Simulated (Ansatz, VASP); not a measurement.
**Rh in VASP and in Ansatz**

INCAR

```
SYSTEM = Rh
PREC = Accurate ; ENCUT = 520
EDIFF = 1E-6 ; ISMEAR = -1
SIGMA = 0.1 ; LREAL = .FALSE.
LASPH = .TRUE. ; NELM = 80
ALGO = Normal ; ISIF = 2
LWAVE = .FALSE. ; LCHARG = .TRUE.
GGA = CA ; LELF = .TRUE.
LVHAR = .TRUE. ; NBANDS = 38
```

KPOINTS

```
Automatic mesh
0
G
  15 15 4
  0 0 0
```

The input POSCAR:

```
Rh
1.0
    2.6219542950      0.0000000000      0.0000000000
   -1.3109771475      2.2706790270      0.0000000000
    0.0000000000      0.0000000000      8.5538536911
Rh
4
Direct
    0.0000000000      0.0000000000      1.0000000000
    0.0000000000      0.0000000000      0.5000000000
    0.3333333333      0.6666666667      0.2500000000
    0.6666666667      0.3333333333      0.7500000000
```

Input for Ansatz:

```yaml
crystal:
  lattice:
    - [2.621954295, 0.0, 0.0]
    - [-1.3109771475, 2.270679027, 0.0]
    - [0.0, 0.0, 8.5538536911]
  atoms:
    - { symbol: Rh, position: [0.0, 0.0, 1.0] }
    - { symbol: Rh, position: [0.0, 0.0, 0.5] }
    - { symbol: Rh, position: [0.3333333333, 0.6666666667, 0.25] }
    - { symbol: Rh, position: [0.6666666667, 0.3333333333, 0.75] }
hamiltonian:
  xc: lda
  pseudopotentials:
    kind: paw
    azcp:
      Rh: "pseudopotentials/Rh.paw.azcp"
basis:
  ecutwfc: 420
  fft_grid_basis: typed
kpoints:
  mp_grid: { grid: [15, 15, 4], shift: [0, 0, 0] }
magnetization:
  spin_polarized: false
scf:
  occupations: { method: fermi_dirac, width: 0.1 }
  lower_state_search: "off"
output:
  stress: true
```

Alike in both runs: task single point; functional LDA; k mesh 15 × 15 × 4; occupations fermi-dirac, width 0.1 eV; no spin polarisation.

|  | VASP | Ansatz |
| --- | --- | --- |
| version | VASP 6.6.1 | Ansatz 0.2.0 |
| potentials or method | VASP PAW LDA potentials, release 64 (Rh_pv), cutoff 520 eV | plane waves (420 eV) with PAW, scalar-relativistic |
| valence electrons in the cell | 60 | 68 |

|  | VASP | Ansatz | Ansatz less VASP |
| --- | --- | --- | --- |
| pressure (GPa) | 15.2 | 14.2 | -1.04 |
| traceless stress, the component that is largest in VASP (GPa) | 0.14 | 0.14 | +0.003 |

Ansatz warns that its potentials were made for another functional, while VASP's fit it. LDA's correlation is that of Perdew and Zunger in VASP and of Perdew and Wang (1992) in Ansatz. VASP's potentials hold 60 valence electrons a cell and Ansatz's 68, so a difference there can come from the potentials and not from the codes.
